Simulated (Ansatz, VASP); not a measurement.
# B4AsN3: VASP beside Ansatz

```xyz
8
Lattice="3.9535 0.0000 0.0000 0.0000 3.9535 0.0000 0.0000 0.0000 3.9535" Properties=species:S:1:pos:R:3 pbc="T T T"
N     1.9768    0.0000    0.0000
N     0.0000    1.9768    0.0000
N     0.0000    0.0000    1.9768
B     0.8973    3.0562    3.0562
B     3.0562    0.8973    3.0562
B     3.0562    3.0562    0.8973
B     0.8973    0.8973    0.8973
As    1.9768    1.9768    1.9768
```

Alike in both runs: task single point; functional PBE0; k mesh 4 × 4 × 4; no spin polarisation.

|  | VASP | Ansatz |
| --- | --- | --- |
| version | VASP 6.6.1 | Ansatz 0.2.0 |
| potentials or method | VASP PAW PBE potentials, release 64 (N, B, As) | plane waves, PAW |
| plane-wave cutoff (eV) | 520 | 420 |
| occupations | gaussian, width 0.01 eV | fixed |
| valence electrons in the cell | 32 | 42 |

|  | VASP | Ansatz | Ansatz less VASP |
| --- | --- | --- | --- |
| gap on the k mesh at the Fermi level (eV) | 2.52 | 2.50 | -0.024 |
| pressure (GPa) | -2.8 | -3.2 | -0.40 |
| rms of the force components (eV/Å) | 0.113 | 0.086 | -0.0273 |

VASP's potentials hold 32 valence electrons a cell and Ansatz's 42, so a difference there can come from the potentials and not from the codes. Ansatz's warnings: stress exchange threshold loose, stress scf threshold loose.
